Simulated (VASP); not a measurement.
Wanted: the native input for a VASP 6.6.1 run.

| Quantity | Value |
| --- | --- |
| Task | single point |
| Functional | PBE |
| Potentials or basis | VASP PAW PBE potentials, release 64 (S) |
| Cutoff | 520 eV |
| k mesh | 16 × 16 × 16 |
| Occupations | fermi-dirac, width 0.08 eV |
| Spin | no spin polarisation |
| Dipole correction | no |
| Further INCAR settings | ALGO = Normal; EDIFF = 1e-07; NBANDS = 9 |

The structure of S lies in POSCAR:

```
S
1.0
    0.0000000000      1.9610829524      1.9610829524
    1.9610829524      0.0000000000      1.9610829524
    1.9610829524      1.9610829524      0.0000000000
S
1
Direct
    0.0000000000      0.0000000000      0.0000000000
```

This cell differs from its parent crystal: volume scaled by 0.95.

The input as run:

INCAR

```
SYSTEM = S
PREC = Accurate
ENCUT = 520
EDIFF = 1E-7
ISMEAR = -1
SIGMA = 0.08
LREAL = .False.
LASPH = .True.
NELM = 60
ALGO = Normal
ISIF = 2
LWAVE = .False.
LCHARG = .False.
GGA = PE
NBANDS = 9
```

KPOINTS

```
regular mesh
0
Gamma
  16 16 16
  0 0 0
```

Potentials or basis: VASP PAW PBE potentials, release 64 (S).

Run with:

```bash
$ cat potpaw_PBE.64/S/POTCAR > POTCAR
$ mpirun -np 1 vasp_std > vasp.out
```

It gave:

```
Pressure               : 4.4 GPa
Band gap on the k mesh : zero (band 3 reaches 11.62 eV, above the bottom of band 4 at 5.42 eV)
```

Run time: 12 s on 1 thread of Intel Xeon 6975P-C, on a shared host, peak memory 0.14 GiB.
